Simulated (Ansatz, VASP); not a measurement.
## One calculation of ZnS, two programs

INCAR

```
SYSTEM = ZnS
PREC = Accurate
ENCUT = 520
EDIFF = 1E-6
ISMEAR = 0
SIGMA = 0.05
LREAL = .FALSE.
LASPH = .TRUE.
NELM = 80
ALGO = Normal
ISIF = 2
LWAVE = .FALSE.
LCHARG = .FALSE.
GGA = PE
NBANDS = 16
```

KPOINTS

```
regular mesh
0
G
  8 8 8
  0 0 0
```

Contents of POSCAR:

```
ZnS
1.0
    0.0000000000      2.6399170651      2.6807405248
    2.6399170651      0.0000000000      2.6807405248
    2.6399170651      2.6399170651      0.0000000000
Zn S
1 1
Direct
    0.0000000000      0.0000000000      0.0000000000
    0.7500000000      0.7500000000      0.7500000000
```

Input for Ansatz:

```yaml
crystal:
  lattice:
    - [0.0, 2.6399170651, 2.6807405248]
    - [2.6399170651, 0.0, 2.6807405248]
    - [2.6399170651, 2.6399170651, 0.0]
  atoms:
    - { symbol: Zn, position: [0.0, 0.0, 0.0] }
    - { symbol: S, position: [0.75, 0.75, 0.75] }
basis:
  ecutwfc: 420
kpoints:
  mp_grid: { grid: [8, 8, 8] }
hamiltonian:
  xc: pbe
scf:
  occupations: { method: gaussian, width: 0.05 }
output:
  forces: true
  stress: true
  eigenvalues: true
  write_density: true
  write_potential: true
  elf: true
  volumetric_format: npy
```

Change from the starting cell: strain -0.030 along x and y, -0.015 along z, atoms carried along.

Alike in both runs: task single point; functional PBE; k mesh 8 × 8 × 8; occupations gaussian, width 0.05 eV; no spin polarisation.

```csv
,VASP,Ansatz
version,VASP 6.6.1,Ansatz 0.2.0
potentials or method,"VASP PAW PBE potentials, release 64 (Zn, S), cutoff 520 eV","scalar-relativistic, plane waves, PAW"
valence electrons in the cell,18,18
```

|  | VASP | Ansatz | Ansatz less VASP |
| --- | --- | --- | --- |
| gap on the k mesh at the Fermi level (eV) | 2.34 | 2.33 | -0.009 |
| least direct gap on the mesh (eV) | 2.34 | 2.33 | -0.009 |
| pressure (GPa) | 6.4 | 6.3 | -0.13 |
| traceless stress, the component that is largest in VASP (GPa) | -0.40 | -0.40 | -0.003 |
